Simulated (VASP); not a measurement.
# MnO2 (P6_3/mmc) in VASP: further runs

MnO2 is run at these levels: PBEsol+U; tasks: single point.

Everything below comes from runs of VASP 6.6.1. Logs are shortened: lines on timing, memory, paths and dates and some standing lists are left out, and cuts for length are marked.

### 1 The cell of the first run

It takes space group P6_3/mmc (No. 194, hexagonal). The conventional cell has a = 2.897 Å, b = 2.897 Å, c = 11.149 Å, α = 90.00°, β = 90.00°, γ = 120.00°. Mn (site symmetry -3m) has 6 O at 1.92 Å within 2.5 Å. O (site symmetry 3m) has 3 Mn at 1.92 Å and 3 O at 2.53 Å within 2.6 Å.

### 2 Single point, PBEsol+U, collinear spin, ferromagnetic start

Contents of INCAR:

```
SYSTEM = MnO2
ALGO = Normal
EDIFF = 1E-7
ENCUT = 520
GGA = PS
ISIF = 2
ISMEAR = -1
ISPIN = 2
LASPH = .True.
LCHARG = .False.
LDAU = .True.
LDAUJ = 0 0
LDAUL = 2 -1
LDAUPRINT = 1
LDAUTYPE = 2
LDAUU = 5 0
LMAXMIX = 4
LORBIT = 11
LREAL = .False.
LWAVE = .False.
MAGMOM = 4 4 0 0 0 0
NBANDS = 38
NELM = 150
PREC = Accurate
SIGMA = 0.05
```

Contents of KPOINTS:

```
k-points
0
Gamma
  11 11 3
  0 0 0
```

Contents of POSCAR:

```
MnO2
1.0
    2.8974109237      0.0000000000      0.0000000000
   -1.4487054618      2.5092314651      0.0000000000
    0.0000000000      0.0000000000     11.1492579299
Mn O
2 4
Direct
    0.0000000000      0.0000000000      0.5000000000
    0.0000000000      0.0000000000      0.0000000000
    0.6666666667      0.3333333333      0.4151741355
    0.6666666667      0.3333333333      0.0848258645
    0.3333333333      0.6666666667      0.5848258645
    0.3333333333      0.6666666667      0.9151741355
```

Potentials or basis: VASP PAW PBE potentials, release 64 (Mn_pv, O).

Command:

```bash
> cat potpaw_PBE.64/Mn_pv/POTCAR potpaw_PBE.64/O/POTCAR > POTCAR
> mpirun -np 1 vasp_std > vasp.out
```

OUTCAR:

```text
SYSTEM = MnO2
   EDIFF = 1E-7
   ENCUT = 520
   GGA = PS
   ISIF = 2
   ISMEAR = -1
   ISPIN = 2
   LASPH = .True.
   LORBIT = 11
   LREAL = .False.
   NELM = 150
   PREC = Accurate

 ion  position               nearest neighbor table
   1  0.000  0.000  0.500-   3 1.92   5 1.92   5 1.92   3 1.92   3 1.92   5 1.92
   2  0.000  0.000  0.000-   4 1.92   6 1.92   6 1.92   4 1.92   4 1.92   6 1.92
   3  0.667  0.333  0.415-   1 1.92   1 1.92   1 1.92
   4  0.667  0.333  0.085-   2 1.92   2 1.92   2 1.92
   5  0.333  0.667  0.585-   1 1.92   1 1.92   1 1.92
   6  0.333  0.667  0.915-   2 1.92   2 1.92   2 1.92

  LATTYP: Found a hexagonal cell.
 ALAT       =     2.8974109237
 C/A-ratio  =     3.8480071428

  Lattice vectors:

 A1 = (   2.8974109237,   0.0000000000,   0.0000000000)
 A2 = (  -1.4487054618,   2.5092314651,   0.0000000000)
 A3 = (   0.0000000000,   0.0000000000,  11.1492579299)

Analysis of symmetry for initial positions (statically):
=====================================================================
 Subroutine PRICEL returns:
 Original cell was already a primitive cell.

 Routine SETGRP: Setting up the symmetry group for a
 hexagonal supercell.

 Subroutine GETGRP returns: Found 24 space group operations
 (whereof 12 operations were pure point group operations)
 out of a pool of 24 trial point group operations.

The static configuration has the point symmetry D_3d.
 The point group associated with its full space group is D_6h.

Analysis of symmetry for dynamics (positions and initial velocities):
=====================================================================
 Subroutine PRICEL returns:
 Original cell was already a primitive cell.

 Routine SETGRP: Setting up the symmetry group for a
 hexagonal supercell.

 Subroutine GETGRP returns: Found 24 space group operations
 (whereof 12 operations were pure point group operations)
 out of a pool of 24 trial point group operations.

The dynamic configuration has the point symmetry D_3d.
 The point group associated with its full space group is D_6h.

Analysis of structural, dynamic, and magnetic symmetry:
=====================================================================
 Subroutine PRICEL returns:
 Original cell was already a primitive cell.

 Routine SETGRP: Setting up the symmetry group for a
 hexagonal supercell.

 Subroutine GETGRP returns: Found 24 space group operations
 (whereof 12 operations were pure point group operations)
 out of a pool of 24 trial point group operations.

The overall configuration has the point symmetry D_3d.
 The point group associated with its full space group is D_6h.

 Subroutine INISYM returns: Found 24 space group operations
 (whereof 12 operations are pure point group operations),
 and found     1 'primitive' translations

----------------------------------------------------------------------------------------

                                     Primitive cell

  volume of cell :      81.0582

[... 161 lines left out ...]
  o =  0.0721  v =  0.0000  0.0000  0.0000  0.0000  0.0000 -0.3749  0.5870  0.0000 -0.3519  0.6254      0.0000  0.0000  0.0000  0.0000  0.0000  0.0000  0.0000  0.0000  0.0000  0.0000
  o =  0.0721  v =  0.0000  0.0000  0.0000  0.0000  0.0000 -0.6254 -0.3519  0.0000 -0.5870 -0.3749      0.0000  0.0000  0.0000  0.0000  0.0000  0.0000  0.0000  0.0000  0.0000  0.0000
  o =  0.3008  v =  0.0000  0.0000  0.0000  0.0000  0.0000  0.3518  0.6255 -0.0000 -0.3748 -0.5870      0.0000  0.0000  0.0000  0.0000  0.0000  0.0000  0.0000  0.0000  0.0000  0.0000
  o =  0.3008  v =  0.0000  0.0000  0.0000  0.0000  0.0000 -0.5870  0.3748  0.0000  0.6255 -0.3518      0.0000  0.0000  0.0000  0.0000  0.0000  0.0000  0.0000  0.0000  0.0000  0.0000
  o =  0.5818  v = -0.3375 -0.6470 -0.0000  0.3878  0.5631  0.0000  0.0000  0.0000  0.0000  0.0000      0.0000  0.0000  0.0000  0.0000  0.0000  0.0000  0.0000  0.0000  0.0000  0.0000
  o =  0.5818  v =  0.5631 -0.3878  0.0000 -0.6470  0.3375  0.0000  0.0000  0.0000  0.0000  0.0000      0.0000  0.0000  0.0000  0.0000  0.0000  0.0000  0.0000  0.0000  0.0000  0.0000
  o =  0.9637  v = -0.0000 -0.0000 -1.0000 -0.0000 -0.0000  0.0000  0.0000  0.0000  0.0000  0.0000      0.0000  0.0000  0.0000  0.0000  0.0000  0.0000  0.0000  0.0000  0.0000  0.0000
  o =  0.9657  v =  0.3878 -0.5631 -0.0000  0.3375 -0.6471  0.0000  0.0000  0.0000  0.0000  0.0000      0.0000  0.0000  0.0000  0.0000  0.0000  0.0000  0.0000  0.0000  0.0000  0.0000
  o =  0.9657  v =  0.6471  0.3375 -0.0000  0.5631  0.3878  0.0000  0.0000  0.0000  0.0000  0.0000      0.0000  0.0000  0.0000  0.0000  0.0000  0.0000  0.0000  0.0000  0.0000  0.0000

atom =   2  type =  1  l = 2

 onsite density matrix

spin component  1

  0.8002  0.0000 -0.0000 -0.1901  0.0000
  0.0000  0.7472  0.0000  0.0000 -0.1901
 -0.0000  0.0000  0.9637  0.0000 -0.0000
 -0.1901  0.0000  0.0000  0.7472 -0.0000
  0.0000 -0.1901 -0.0000 -0.0000  0.8002

spin component  2

  0.1792 -0.0000 -0.0000  0.1141 -0.0000
 -0.0000  0.1937 -0.0000  0.0000  0.1141
 -0.0000 -0.0000  0.0699 -0.0000 -0.0000
  0.1141  0.0000 -0.0000  0.1937  0.0000
 -0.0000  0.1141 -0.0000  0.0000  0.1792

 occupancies and eigenvectors

  o =  0.0699  v =  0.0000  0.0000  0.0000  0.0000  0.0000 -0.0000  0.0000 -1.0000  0.0000 -0.0000      0.0000  0.0000  0.0000  0.0000  0.0000  0.0000  0.0000  0.0000  0.0000  0.0000
  o =  0.0721  v =  0.0000  0.0000  0.0000  0.0000  0.0000 -0.3748 -0.5870  0.0000  0.3518  0.6255      0.0000  0.0000  0.0000  0.0000  0.0000  0.0000  0.0000  0.0000  0.0000  0.0000
  o =  0.0721  v =  0.0000  0.0000  0.0000  0.0000  0.0000 -0.6255  0.3518  0.0000  0.5870 -0.3748      0.0000  0.0000  0.0000  0.0000  0.0000  0.0000  0.0000  0.0000  0.0000  0.0000
  o =  0.3008  v =  0.0000  0.0000  0.0000  0.0000  0.0000  0.3517 -0.6255 -0.0000  0.3748 -0.5870      0.0000  0.0000  0.0000  0.0000  0.0000  0.0000  0.0000  0.0000  0.0000  0.0000
  o =  0.3008  v =  0.0000  0.0000  0.0000  0.0000  0.0000 -0.5870 -0.3748  0.0000 -0.6255 -0.3517      0.0000  0.0000  0.0000  0.0000  0.0000  0.0000  0.0000  0.0000  0.0000  0.0000
  o =  0.5818  v = -0.3375  0.6470 -0.0000 -0.3878  0.5631  0.0000  0.0000  0.0000  0.0000  0.0000      0.0000  0.0000  0.0000  0.0000  0.0000  0.0000  0.0000  0.0000  0.0000  0.0000
  o =  0.5818  v =  0.5631  0.3878  0.0000  0.6470  0.3375  0.0000  0.0000  0.0000  0.0000  0.0000      0.0000  0.0000  0.0000  0.0000  0.0000  0.0000  0.0000  0.0000  0.0000  0.0000
  o =  0.9637  v = -0.0000  0.0000 -1.0000  0.0000 -0.0000  0.0000  0.0000  0.0000  0.0000  0.0000      0.0000  0.0000  0.0000  0.0000  0.0000  0.0000  0.0000  0.0000  0.0000  0.0000
  o =  0.9657  v =  0.3878  0.5631 -0.0000 -0.3374 -0.6471  0.0000  0.0000  0.0000  0.0000  0.0000      0.0000  0.0000  0.0000  0.0000  0.0000  0.0000  0.0000  0.0000  0.0000  0.0000
  o =  0.9657  v =  0.6471 -0.3374 -0.0000 -0.5631  0.3878  0.0000  0.0000  0.0000  0.0000  0.0000      0.0000  0.0000  0.0000  0.0000  0.0000  0.0000  0.0000  0.0000  0.0000  0.0000

 number of electron      50.0000021 magnetization       6.0000122

 Free energy of the ion-electron system (eV)
  ---------------------------------------------------
  ext. energy  EPLUGINS =         0.00000000
  ---------------------------------------------------
  free energy    TOTEN  =       -43.47500011 eV

  energy without entropy =      -43.47500011  energy(sigma->0) =      -43.47500011

 E-fermi :   1.2906     XC(G=0):  -9.3966

 val. band max:        0.3873718068   @ k =   0.1818   0.0909   0.0000
 cond. band min:       2.1559441030   @ k =   0.2727   0.0000   0.0000
 fundamental gap:      1.7685722962
 Fermi energy:         1.2905669046

 spin component 1

 k-point     1 :       0.0000    0.0000    0.0000
  band No.  band energies     occupation
      1     -49.5239      1.00000
      2     -49.5239      1.00000
      3     -49.5239      1.00000
      4     -49.5239      1.00000
      5     -49.5138      1.00000
      6     -49.5138      1.00000
[... 1913 lines left out ...]
     36      12.8974      0.00000
     37      14.6166      0.00000

 [... further k-points ...]

 [bands above 37 left out]

------------------------ aborting loop because EDIFF is reached ----------------------------------------

  FORCE on cell =-STRESS in cart. coord.  units (eV):
  Direction    XX          YY          ZZ          XY          YZ          ZX
  --------------------------------------------------------------------------------------
  -------------------------------------------------------------------------------------
  Total       -0.0656022     -0.0656022      0.1937507     -0.0000000      0.0000000      0.0000000
  in kB       -1.2966782     -1.2966782      3.8296325     -0.0000000      0.0000000      0.0000000
  external PRESSURE =       0.4120920 kB  Pullay stress =       0.0000000 kB

 VOLUME and BASIS-vectors are now :
 -----------------------------------------------------------------------------
  energy-cutoff  :      520.00
  volume of cell :       81.06
      direct lattice vectors                 reciprocal lattice vectors
     2.897410924  0.000000000  0.000000000     0.345135718  0.199264200  0.000000000
    -1.448705462  2.509231465  0.000000000     0.000000000  0.398528400  0.000000000
     0.000000000  0.000000000 11.149257930     0.000000000  0.000000000  0.089692068

 POSITION                                       TOTAL-FORCE (eV/Angst)
 -----------------------------------------------------------------------------------
      0.00000      0.00000      5.57463        -0.000000      0.000000     -0.000000
      0.00000      0.00000      0.00000        -0.000000      0.000000     -0.000000
      1.44871      0.83641      4.62888         0.000000     -0.000000     -0.068205
      1.44871      0.83641      0.94575         0.000000     -0.000000      0.068205
     -0.00000      1.67282      6.52037        -0.000000      0.000000      0.068205
     -0.00000      1.67282     10.20351        -0.000000      0.000000     -0.068205
 -----------------------------------------------------------------------------------
    total drift:                                0.000000     -0.000000     -0.000000

  FREE ENERGIE OF THE ION-ELECTRON SYSTEM (eV)
  ---------------------------------------------------
  free  energy   TOTEN  =       -43.4750001116 eV

  energy  without entropy=      -43.4750001091  energy(sigma->0) =      -43.47500011

 total charge

# of ion       s       p       d       tot
------------------------------------------
    1        0.357   6.465   4.842  11.664
    2        0.357   6.465   4.842  11.664
    3        1.577   3.400   0.000   4.978
    4        1.577   3.400   0.000   4.978
    5        1.577   3.400   0.000   4.978
    6        1.577   3.400   0.000   4.978
--------------------------------------------------
tot          7.023  26.531   9.685  43.239

 magnetization (x)

# of ion       s       p       d       tot
------------------------------------------
    1        0.032   0.044   3.240   3.316
    2        0.032   0.044   3.240   3.316
    3        0.001  -0.162   0.000  -0.161
    4        0.001  -0.162   0.000  -0.161
    5        0.001  -0.162   0.000  -0.161
    6        0.001  -0.162   0.000  -0.161
--------------------------------------------------
tot          0.069  -0.559   6.479   5.989
```

It took 5.9 min on 1 thread of Oxide Virtual Turin-like, shared host; peak memory 0.28 GiB.

What came out:

```
Free energy                                           : -43.4750 eV
Pressure                                              : 0.0 GPa
Largest force                                         : 0.068 eV/Å
Band gap on the k mesh                                : 1.77 eV (least direct gap 1.85 eV)
Net moment                                            : 6.00 μB per cell
Site moments                                          : Mn +3.32; O -0.16 μB
Valence electrons inside the program's atomic spheres : Mn 11.66; O 4.98
```

Forces on the atoms (eV/Å):
```
Mn   0.000  0.000  0.000
Mn   0.000  0.000  0.000
O    0.000  0.000 -0.068
O    0.000  0.000  0.068
O    0.000  0.000  0.068
O    0.000  0.000 -0.068
```

Eigenvalues of the final occupation matrices:
```csv
site,spin,trace,eigenvalues
site 1 d,1,4.06,0.58 0.58 0.96 0.97 0.97
site 1 d,2,0.82,0.07 0.07 0.07 0.30 0.30
site 2 d,1,4.06,0.58 0.58 0.96 0.97 0.97
site 2 d,2,0.82,0.07 0.07 0.07 0.30 0.30
```

Caveat: the PAW data sets were made with another functional, which shifts forces and pressure a little; the run started ferromagnetic, and an antiferromagnetic order may lie lower in energy. The state reached can hang on the start; a lower one may exist.

(Continued in part 2 of 2.)
